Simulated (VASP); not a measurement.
# Si (Fd-3m) in VASP: single point with PBE

Aim: the single point of Si with PBE.

Program: VASP 6.6.1. These are calculated values, not measurements. Logs are shortened: lines on timing, memory, paths and dates and some standing lists are left out, and cuts for length are marked.

### Step 1. The cell of the first run

Symmetry: Fd-3m, No. 227, cubic system. Conventional cell: a = 5.421 Å, b = 5.421 Å, c = 5.421 Å, α = 90.00°, β = 90.00°, γ = 90.00°. Within 2.5 Å of Si (site symmetry -3m) lie 6 Si at 1.92 Å.

### Step 2. Single point, PBE

INCAR reads:

```
PREC = Accurate ; ENCUT = 520
EDIFF = 1E-6 ; ISMEAR = -1
SIGMA = 0.1 ; LREAL = False
LASPH = True ; NELM = 60
ALGO = Normal ; ISIF = 2
LWAVE = False ; LCHARG = True
GGA = PE ; LELF = True
LVHAR = True ; NBANDS = 16
```

KPOINTS reads:

```
regular mesh
0
Gamma
  11 11 11
```

POSCAR reads:

```
Si
1.0
    0.0000000000      2.7105920000      2.7105920000
    2.7105920000      0.0000000000      2.7105920000
    2.7105920000      2.7105920000      0.0000000000
Si
4
Direct
    0.0000000000      0.0000000000      0.0000000000
    0.5000000000      0.0000000000      0.0000000000
    0.0000000000      0.0000000000      0.5000000000
    0.0000000000      0.5000000000      0.0000000000
```

Potentials or basis: VASP PAW PBE potentials, release 64 (Si).

Run with:

```
cat potpaw_PBE.64/Si/POTCAR > POTCAR
mpirun -np 1 vasp_std > vasp.out
```

OUTCAR:

```text
PREC = Accurate
   ENCUT = 520
   EDIFF = 1E-6
   ISMEAR = -1
   LREAL = False
   LASPH = True
   NELM = 60
   ISIF = 2
   GGA = PE

 ion  position               nearest neighbor table
   1  0.000  0.000  0.000-   2 1.92   3 1.92   4 1.92   3 1.92   4 1.92   2 1.92
   2  0.500  0.000  0.000-   1 1.92   3 1.92   4 1.92   1 1.92   3 1.92   4 1.92
   3  0.000  0.000  0.500-   1 1.92   1 1.92   2 1.92   4 1.92   4 1.92   2 1.92
   4  0.000  0.500  0.000-   1 1.92   3 1.92   1 1.92   2 1.92   3 1.92   2 1.92

  LATTYP: Found a face centered cubic cell.
 ALAT       =     5.4211840000

  Lattice vectors:

 A1 = (   0.0000000000,   2.7105920000,   2.7105920000)
 A2 = (   2.7105920000,   0.0000000000,   2.7105920000)
 A3 = (   2.7105920000,   2.7105920000,   0.0000000000)

Analysis of symmetry for initial positions (statically):
=====================================================================
 Subroutine PRICEL returns:
 Original cell was already a primitive cell.

 Routine SETGRP: Setting up the symmetry group for a
 face centered cubic supercell.

 Subroutine GETGRP returns: Found 48 space group operations
 (whereof 12 operations were pure point group operations)
 out of a pool of 48 trial point group operations.

The static configuration has the point symmetry D_3d.
 The point group associated with its full space group is O_h .

Analysis of symmetry for dynamics (positions and initial velocities):
=====================================================================
 Subroutine PRICEL returns:
 Original cell was already a primitive cell.

 Routine SETGRP: Setting up the symmetry group for a
 face centered cubic supercell.

 Subroutine GETGRP returns: Found 48 space group operations
 (whereof 12 operations were pure point group operations)
 out of a pool of 48 trial point group operations.

The dynamic configuration has the point symmetry D_3d.
 The point group associated with its full space group is O_h .

 Subroutine INISYM returns: Found 48 space group operations
 (whereof 12 operations are pure point group operations),
 and found     1 'primitive' translations

----------------------------------------------------------------------------------------

                                     Primitive cell

  volume of cell :      39.8311

  direct lattice vectors                    reciprocal lattice vectors
     0.000000000  2.710592000  2.710592000    -0.184461549  0.184461549  0.184461549
     2.710592000  0.000000000  2.710592000     0.184461549 -0.184461549  0.184461549
     2.710592000  2.710592000  0.000000000     0.184461549  0.184461549 -0.184461549

  length of vectors
     3.833355968  3.833355968  3.833355968     0.319496776  0.319496776  0.319496776

  position of ions in fractional coordinates (direct lattice)
     0.000000000  0.000000000  0.000000000
     0.500000000  0.000000000  0.000000000
     0.000000000  0.000000000  0.500000000
     0.000000000  0.500000000  0.000000000

  ion indices of the primitive-cell ions
   primitive index   ion index
                 1           1
                 2           2
                 3           3
                 4           4

----------------------------------------------------------------------------------------

 KPOINTS: regular mesh

Automatic generation of k-mesh.
 Grid dimensions read from file:
 generate k-points for:   11   11   11

 Generating k-lattice:

  Cartesian coordinates                     Fractional coordinates (reciprocal lattice)
    -0.016769232  0.016769232  0.016769232     0.090909091  0.000000000  0.000000000
     0.016769232 -0.016769232  0.016769232     0.000000000  0.090909091  0.000000000
     0.016769232  0.016769232 -0.016769232     0.000000000  0.000000000  0.090909091

  Length of vectors
     0.029045161  0.029045161  0.029045161

  Shift w.r.t. Gamma in fractional coordinates (k-lattice)
     0.000000000  0.000000000  0.000000000

 Subroutine IBZKPT returns following result:
 ===========================================

 Found     56 irreducible k-points:

 Following reciprocal coordinates:
            Coordinates               Weight
  0.000000  0.000000  0.000000      1.000000
  0.090909  0.000000  0.000000      8.000000
  0.181818  0.000000  0.000000      8.000000
  0.272727  0.000000  0.000000      8.000000
  0.363636  0.000000  0.000000      8.000000
  0.454545  0.000000  0.000000      8.000000
[... 16 lines left out ...]
 -0.272727  0.181818  0.000000     24.000000
 -0.181818  0.181818  0.000000     12.000000
 [... further k-points ...]
   k-points           NKPTS =     56   k-points in BZ     NKDIM =     56   number of bands    NBANDS=     16
   number of dos      NEDOS =    301   number of ions     NIONS =      4
   total plane-waves  NPLWV =  27000
   dimension x,y,z NGX =    30 NGY =   30 NGZ =   30
   dimension x,y,z NGXF=    60 NGYF=   60 NGZF=   60
   ions per type =               4
   NGX,Y,Z   is equivalent  to a cutoff of  13.01, 13.01, 13.01 a.u.
   NGXF,Y,Z  is equivalent  to a cutoff of  26.02, 26.02, 26.02 a.u.
 SYSTEM =  unknown system
   PREC   = accura    normal or accurate (medium, high low for compatibility)
   ISTART =      0    job   : 0-new  1-cont  2-samecut
   ICHARG =      2    charge: 1-file 2-atom 10-const
   ISPIN  =      1    spin polarized calculation?
   LNONCOLLINEAR =      F non collinear calculations
   LSORBIT =      F    spin-orbit coupling
   LASPH  =      T    aspherical Exc in radial PAW
   ENCUT  =  520.0 eV  38.22 Ry    6.18 a.u.   7.13  7.13  7.13*2*pi/ulx,y,z
   NELM   =     60;   NELMIN=  2; NELMDL= -5     # of ELM steps
   EDIFF  = 0.1E-05   stopping-criterion for ELM
   LREAL  =      F    real-space projection
   EDIFFG = 0.1E-04   stopping-criterion for IOM
   NSW    =      0    number of steps for IOM
   IBRION =     -1    ionic relax: 0-MD 1-quasi-New 2-CG
   NFREE  =      0    steps in history (QN), initial steepest desc. (CG)
   ISIF   =      2    stress and relaxation
   ISYM   =      2    0-nonsym 1-usesym 2-fastsym
   POTIM  = 0.5000    time-step for ionic-motion
   TEBEG  =    0.0;   TEEND  =   0.0 temperature during run
   PSTRESS=    0.0 pullay stress
   NELECT =      16.0000    total number of electrons
   NUPDOWN=      -1.0000    fix difference up-down
   EMIN   =  10.00;   EMAX   =-10.00  energy-range for DOS
   EFERMI =   0.00;   METHOD = LEGACY
   ISMEAR =    -1;   SIGMA  =   0.10  broadening in eV -4-tet -1-fermi 0-gaus
   EFERMI_NEDOS =   21; number of points for ismear=-14 and -15
   IALGO  =     38    algorithm
   IMIX   =      4    mixing-type and parameters
     AMIX     =   0.40;   BMIX     =  1.00
     AMIX_MAG =   1.60;   BMIX_MAG =  1.00
  volume/ion in A,a.u.               =       9.96        67.20
  Fermi-wavevector in a.u.,A,eV,Ry     =   1.207927  2.282651 19.852091  1.459088
  Thomas-Fermi vector in A             =   2.343550
   LORBIT       =      0    0 simple, 1 ext, 2 COOP (PROOUT), +10 PAW based schemes
   GGA     = PE    functional components
   LHFCALC =     F    Hartree Fock is set to
   AEXX    =    0.0000 exact exchange contribution
   IVDW    =     0    specifies the selected vdW correction
   LEPSILON=     F    determine dielectric tensor
   LRPA    =     F    only Hartree local field effects (RPA)
 non-spin polarized calculation
  energy-cutoff  :      520.00
  volume of cell :       39.83
 maximum number of plane-waves:      1082
 NGX is ok and might be reduce to    30
   NGX = 15   NGY = 15   NGZ = 15

 number of electron      16.0000001 magnetization

 Free energy of the ion-electron system (eV)
  ---------------------------------------------------
  ext. energy  EPLUGINS =         0.00000000
  ---------------------------------------------------
  free energy    TOTEN  =         0.56899037 eV

  energy without entropy =        0.60461947  energy(sigma->0) =        0.58680492

 E-fermi :  14.3606     XC(G=0): -12.2371

 val. band max:       14.3488265974   @ k =   0.3636   0.2727   0.0000
 cond. band min:      14.3792544886   @ k =  -0.0909   0.0909   0.0000
 fundamental gap:      0.0304278912
 Fermi energy:        14.3605968308

 k-point     1 :       0.0000    0.0000    0.0000
  band No.  band energies     occupation
      1      -4.3236      2.00000
      2       3.9963      2.00000
      3       9.3927      2.00000
      4       9.3927      2.00000
      5       9.3927      2.00000
      6      11.3891      2.00000
[... 8 lines left out ...]
     15      24.0410      0.00000
     16      26.8137      0.00000

 k-point     2 :       0.0909    0.0000    0.0000
  band No.  band energies     occupation
      1      -4.2218      2.00000
      2       3.8157      2.00000
      3       8.4305      2.00000
      4       9.2601      2.00000
      5       9.2601      2.00000
      6      11.5041      2.00000
[... 8 lines left out ...]
     15      24.5691      0.00000
     16      26.3642      0.00000

 k-point     3 :       0.1818    0.0000    0.0000
  band No.  band energies     occupation
      1      -3.9221      2.00000
      2       3.2668      2.00000
      3       7.1687      2.00000
      4       9.0096      2.00000
      5       9.0096      2.00000
      6      11.4621      2.00000
[... 8 lines left out ...]
     15      25.2251      0.00000
     16      25.2251      0.00000

 k-point     4 :       0.2727    0.0000    0.0000
  band No.  band energies     occupation
      1      -3.4462      2.00000
      2       2.3918      2.00000
      3       6.2837      2.00000
      4       8.8103      2.00000
      5       8.8103      2.00000
      6      11.0020      2.00000
[... 8 lines left out ...]
     15      23.9205      0.00000
     16      23.9205      0.00000

 k-point     5 :       0.3636    0.0000    0.0000
  band No.  band energies     occupation
      1      -2.8550      2.00000
      2       1.3940      2.00000
      3       5.7819      2.00000
      4       8.7145      2.00000
      5       8.7145      2.00000
      6      10.4851      2.00000
[... 8 lines left out ...]
     15      24.0936      0.00000
     16      24.0936      0.00000

 k-point     6 :       0.4545    0.0000    0.0000
  band No.  band energies     occupation
      1      -2.3407      2.00000
      2       0.6335      2.00000
      3       5.5604      2.00000
      4       8.6974      2.00000
      5       8.6974      2.00000
      6      10.1630      2.00000
[... 8 lines left out ...]
     15      24.6175      0.00000
     16      25.8222      0.00000

 k-point     7 :       0.0909    0.0909    0.0000
  band No.  band energies     occupation
      1      -4.1877      2.00000
      2       3.7644      2.00000
      3       8.7735      2.00000
      4       8.7735      2.00000
      5       8.8606      2.00000
      6      11.3404      2.00000
[... 8 lines left out ...]
     15      24.7634      0.00000
     16      26.0295      0.00000

 k-point     8 :       0.1818    0.0909    0.0000
  band No.  band energies     occupation
      1      -3.9531      2.00000
      2       3.3646      2.00000
      3       7.4761      2.00000
      4       8.3580      2.00000
      5       9.1916      2.00000
      6      10.8501      2.00000
[... 8 lines left out ...]
     15      25.0215      0.00000
     16      25.6204      0.00000

 k-point     9 :       0.2727    0.0909    0.0000
  band No.  band energies     occupation
      1      -3.5332      2.00000
      2       2.6333      2.00000
      3       6.3891      2.00000
      4       8.0859      2.00000
      5       9.4962      2.00000
      6      10.1335      2.00000
[... 8 lines left out ...]
     15      23.6652      0.00000
     16      24.3838      0.00000
[... 172 lines left out ...]
 k-point    19 :       0.3636    0.1818    0.0000
  band No.  band energies     occupation
      1      -2.9062      2.00000
      2       1.8304      2.00000
      3       5.6222      2.00000
      4       7.3166      2.00000
      5       8.6894      2.00000
      6       9.6904      2.00000
[... 8 lines left out ...]
     15      22.3097      0.00000
     16      23.6325      0.00000

 k-point    20 :       0.4545    0.1818    0.0000
  band No.  band energies     occupation
      1      -2.3108      2.00000
      2       1.0042      2.00000
      3       4.9840      2.00000
      4       7.3506      2.00000
      5       8.3240      2.00000
      6      10.2640      2.00000
[... 8 lines left out ...]
     15      23.3354      0.00000
     16      25.2612      0.00000

 k-point    21 :      -0.4545    0.1818    0.0000
  band No.  band energies     occupation
      1      -1.9175      2.00000
      2       0.5029      2.00000
      3       4.6591      2.00000
      4       7.5854      2.00000
      5       8.0575      2.00000
      6      10.7931      2.00000
[... 8 lines left out ...]
     15      24.3272      0.00000
     16      25.3171      0.00000

 k-point    22 :      -0.3636    0.1818    0.0000
  band No.  band energies     occupation
      1      -2.1488      2.00000
      2       0.7972      2.00000
      3       4.6288      2.00000
      4       7.9514      2.00000
      5       8.0181      2.00000
      6      11.2679      2.00000
[... 8 lines left out ...]
     15      24.1601      0.00000
     16      26.0196      0.00000

 k-point    23 :      -0.2727    0.1818    0.0000
  band No.  band energies     occupation
      1      -2.7263      2.00000
      2       1.5654      2.00000
      3       4.9342      2.00000
      4       7.9707      2.00000
      5       8.6385      2.00000
      6      10.9079      2.00000
[... 8 lines left out ...]
     15      23.0504      0.00000
     16      24.5245      0.00000

 k-point    24 :      -0.1818    0.1818    0.0000
  band No.  band energies     occupation
      1      -3.2813      2.00000
      2       2.3280      2.00000
      3       5.6286      2.00000
      4       8.0707      2.00000
      5       9.4156      2.00000
      6      10.4325      2.00000
[... 8 lines left out ...]
     15      22.5774      0.00000
     16      24.2874      0.00000

 [... further k-points ...]
[... 5 lines left out ...]
  --------------------------------------------------------------------------------------
  -------------------------------------------------------------------------------------
  Total       64.4486825     64.4486825     64.4486825     -0.0000000      0.0000000     -0.0000000
  in kB     2592.4009626   2592.4009626   2592.4009626     -0.0000000      0.0000000     -0.0000000
  external PRESSURE =    2592.4009626 kB  Pullay stress =       0.0000000 kB

 VOLUME and BASIS-vectors are now :
 -----------------------------------------------------------------------------
  energy-cutoff  :      520.00
  volume of cell :       39.83
      direct lattice vectors                 reciprocal lattice vectors
     0.000000000  2.710592000  2.710592000    -0.184461549  0.184461549  0.184461549
     2.710592000  0.000000000  2.710592000     0.184461549 -0.184461549  0.184461549
     2.710592000  2.710592000  0.000000000     0.184461549  0.184461549 -0.184461549

 POSITION                                       TOTAL-FORCE (eV/Angst)
 -----------------------------------------------------------------------------------
      0.00000      0.00000      0.00000        -0.000000      0.000000      0.000000
      0.00000      1.35530      1.35530         0.000000     -0.000000      0.000000
      1.35530      1.35530      0.00000         0.000000      0.000000      0.000000
      1.35530      0.00000      1.35530        -0.000000     -0.000000     -0.000000
 -----------------------------------------------------------------------------------
    total drift:                                0.000000      0.000000     -0.000000

  FREE ENERGIE OF THE ION-ELECTRON SYSTEM (eV)
  ---------------------------------------------------
  free  energy   TOTEN  =         0.5689903689 eV

  energy  without entropy=        0.6046194660  energy(sigma->0) =        0.58680492
```

Run time: 23 s. Hardware: 1 thread of Intel Xeon 6975P-C, shared host; peak memory 0.17 GiB.

What came out:

- Free energy: 0.5690 eV
- Pressure: 259.2 GPa
- Band gap on the k mesh: zero (band 8 reaches 15.81 eV, above the bottom of band 9 at 12.26 eV)
